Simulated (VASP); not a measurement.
Wanted: the native input for a VASP 6.6.1 run.

```yaml
Task: single point
Functional: r2SCAN
Dispersion: rVV10
Potentials_or_basis: VASP PAW PBE potentials, release 64 (Na_pv, B)
Cutoff: 520 eV
k_mesh: 9 × 9 × 9
Occupations: fermi-dirac, width 0.1 eV
Spin: no spin polarisation
Dipole_correction: no
Further_INCAR_settings: ALGO = Normal; EDIFF = 1e-06; NBANDS = 12
```

NaB:

```
CELL_PARAMETERS angstrom
0.00000 2.66727 2.66727
2.66727 0.00000 2.66727
2.66727 2.66727 0.00000
ATOMIC_POSITIONS crystal
Na 0.00000 0.00000 0.00000
B 0.50000 0.50000 0.50000
```

The input as run:

POSCAR

```
NaB
1.0
    0.0000000000      2.6672678029      2.6672678029
    2.6672678029      0.0000000000      2.6672678029
    2.6672678029      2.6672678029      0.0000000000
Na B
1 1
Direct
    0.0000000000      0.0000000000      0.0000000000
    0.5000000000      0.5000000000      0.5000000000
```

INCAR.step1

```
SYSTEM = NaB
  PREC = Accurate
  ENCUT = 520
  ISMEAR = -1
  SIGMA = 0.1
  LREAL = .FALSE.
  LASPH = .TRUE.
  NELM = 60
  NBANDS = 12
  GGA = PE
  ALGO = Normal
  EDIFF = 1E-4
  LWAVE = .TRUE.
  LCHARG = .FALSE.
```

INCAR.step2

```
SYSTEM = NaB
  PREC = Accurate
  ENCUT = 520
  EDIFF = 1E-6
  ISMEAR = -1
  SIGMA = 0.1
  LREAL = .FALSE.
  LASPH = .TRUE.
  NELM = 60
  ALGO = Normal
  ISIF = 2
  LWAVE = .FALSE.
  LCHARG = .TRUE.
  METAGGA = R2SCAN
  LMIXTAU = .TRUE.
  LUSE_VDW = .TRUE.
  IVDW_NL = 2
  BPARAM = 11.95
  CPARAM = 0.0093
  LELF = .TRUE.
  LVHAR = .TRUE.
  NBANDS = 12
  ISTART = 1
```

KPOINTS

```
Automatic mesh
0
G
  9 9 9
  0 0 0
```

Potentials or basis: VASP PAW PBE potentials, release 64 (Na_pv, B).

Run with:

```sh
$ cat potpaw_PBE.64/Na_pv/POTCAR potpaw_PBE.64/B/POTCAR > POTCAR
$ cp INCAR.step1 INCAR
$ mpirun -np 1 vasp_std > vasp.out
$ cp INCAR.step2 INCAR
$ mpirun -np 1 vasp_std > vasp.out
```

Results of the run:

```json
{
  "Pressure": "-0.2 GPa",
  "Band gap on the k mesh": "zero (bands 5 and 6 overlap by 3.31 eV)"
}
```

Caveat: the PAW data sets were made with another functional, which shifts forces and pressure a little.

Wall time 2.2 min on 1 thread of Intel Xeon 8259CL (shared host), peak memory 0.26 GiB.
